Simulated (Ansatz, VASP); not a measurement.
**Sr3Al2O in VASP and in Ansatz**

The input INCAR:

```
PREC = Accurate
ENCUT = 600
EDIFF = 1E-7
ISMEAR = 0
SIGMA = 0.1
LREAL = False
LASPH = True
NELM = 60
ALGO = Normal
ISIF = 3
LWAVE = False
LCHARG = False
GGA = PE
IBRION = 2
NSW = 90
EDIFFG = -0.04
```

Contents of KPOINTS:

```
Automatic mesh
0
Gamma
  6 6 6
```

The input POSCAR:

```
Sr3Al2O
1.0
    2.8907038800      1.6689486700      4.6527663000
   -2.8907038800      1.6689486700      4.6527663000
    0.0000000000     -3.3378973300      4.6527663000
Sr Al O
3 2 1
Direct
    0.0000000000      0.5000000000      0.5000000000
    0.5000000000      0.5000000000      0.0000000000
    0.5000000000      0.0000000000      0.5000000000
    0.1235570000      0.1235570000      0.1235570000
    0.8764430000      0.8764430000      0.8764430000
    0.5000000000      0.5000000000      0.5000000000
```

Input for Ansatz:

```yaml
crystal:
  lattice:
    - [2.89070388, 1.66894867, 4.6527663]
    - [-2.89070388, 1.66894867, 4.6527663]
    - [0.0, -3.33789733, 4.6527663]
  atoms:
    - { symbol: Sr, position: [0.0, 0.5, 0.5] }
    - { symbol: Sr, position: [0.5, 0.5, 0.0] }
    - { symbol: Sr, position: [0.5, 0.0, 0.5] }
    - { symbol: Al, position: [0.123557, 0.123557, 0.123557] }
    - { symbol: Al, position: [0.876443, 0.876443, 0.876443] }
    - { symbol: O, position: [0.5, 0.5, 0.5] }
basis:
  ecutwfc: 420
kpoints:
  mp_grid: { grid: [6, 6, 6] }
hamiltonian:
  xc: pbe
scf:
  occupations: { method: gaussian, width: 0.1 }
  lower_state_search: "off"
output:
  forces: true
  stress: true
  eigenvalues: true
relax:
  adjacent_minimum: "off"
  f_tol: 0.04
  max_steps: 70
  cell: { stress_tol: 0.4 }
```

Change from the starting cell: species swapped into the Eu2Al3Ag type (R-3m, No. 166).

Alike in both runs: task relaxation of cell and atoms; functional PBE; k mesh 6 × 6 × 6; occupations gaussian, width 0.1 eV; no spin polarisation.

|  | VASP | Ansatz |
| --- | --- | --- |
| version | VASP 6.6.1 | Ansatz 0.2.0 |
| potentials or method | VASP PAW PBE potentials, release 64 (Sr_sv, Al, O), cutoff 600 eV | scalar-relativistic, plane waves, PAW |
| valence electrons in the cell | 42 | 42 |

VASP gave:

- gap on the k mesh at the Fermi level, each at its own relaxed structure (eV): none
- relaxed volume (Å³/atom): 27.08
- relaxed cell length with the largest relative difference (Å): 5.515

Q: Estimate Ansatz's values.

A: gap on the k mesh at the Fermi level, each at its own relaxed structure (eV): none; relaxed volume (Å³/atom): 27.36; relaxed cell length with the largest relative difference (Å): 5.531.

A gap of «none» marks a metal or a gap that the smearing closes.

Noted on VASP's run: the volume moved by over 15 % at a fixed basis, so the end points are rough.
